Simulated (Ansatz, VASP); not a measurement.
# One calculation of SnSe2, two programs

```
CELL_PARAMETERS angstrom
3.81100 0.00000 0.00000
-1.90550 3.30042 0.00000
0.00000 0.00000 6.13700
ATOMIC_POSITIONS crystal
Sn 0.00000 0.00000 0.00000
Se 0.30537 0.61075 0.22903
Se 0.63871 0.27741 0.72903
```

Change from the starting cell: all Se atoms moved +0.225 Å, as atom 2 towards its neighbour atom 1 (Sn) at 2.682 Å.

Alike in both runs: task single point; functional PBE; k mesh 12 × 12 × 6; occupations gaussian, width 0.05 eV; no spin polarisation.

|  | VASP | Ansatz |
| --- | --- | --- |
| version | VASP 6.6.1 | Ansatz 0.2.0 |
| potentials or method | VASP PAW PBE potentials, release 64 (Sn_d, Se), cutoff 520 eV | scalar-relativistic, plane waves, PAW |
| valence electrons in the cell | 26 | 46 |

Ansatz gave:

* gap on the k mesh at the Fermi level (eV): 0.43
* least direct gap on the mesh (eV): 0.73
* pressure (GPa): 6.6
* traceless stress, the component that is largest in VASP (GPa): 2.65
* rms of the force components (eV/Å): 1.209

Task: What did VASP give for the same quantities?

Result: gap on the k mesh at the Fermi level (eV): 0.43; least direct gap on the mesh (eV): 0.72; pressure (GPa): 6.7; traceless stress, the component that is largest in VASP (GPa): 2.65; rms of the force components (eV/Å): 1.216.

Atom by atom the forces differ by 0.009 eV/Å (rms over components). The functional is the same, so the differences come from potentials, cutoffs and numerics. VASP's potentials hold 26 valence electrons a cell and Ansatz's 46, so a difference there can come from the potentials and not from the codes.
